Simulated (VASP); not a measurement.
A run of VASP 6.6.1 is set up as follows.

File INCAR:

```
PREC = Accurate
ENCUT = 520
EDIFF = 1E-6
ISMEAR = -1
SIGMA = 0.05
LREAL = F
LASPH = T
NELM = 100
ALGO = Normal
ISIF = 2
LWAVE = F
LCHARG = T
GGA = PE
LELF = T
LVHAR = T
NBANDS = 20
```

Contents of KPOINTS:

```
regular mesh
0
Gamma
  10 10 2
```

File POSCAR:

```
WS2
1.0
    3.2254095325      0.0000000000      0.0000000000
   -1.6127047662      2.7932865927      0.0000000000
    0.0000000000      0.0000000000     17.1736373894
W S
1 2
Direct
    0.0000000000      0.0000000000      0.0000000000
    0.3333333333      0.6666666667      0.0920005100
    0.3333333333      0.6666666667      0.9079994900
```

Potentials or basis: VASP PAW PBE potentials, release 64 (W_sv, S).

Run with:

```bash
$ cat potpaw_PBE.64/W_sv/POTCAR potpaw_PBE.64/S/POTCAR > POTCAR
$ mpirun -np 1 vasp_std > vasp.out
```

(1) What does it give for the largest force?

(2) Predict the band gap on the k mesh.

## Answers

(1) 0.409 eV/Å.

(2) 1.89 eV, indirect (least direct gap 2.04 eV).

Caveat: spin-orbit coupling is left out, which moves the levels of the heavy elements.
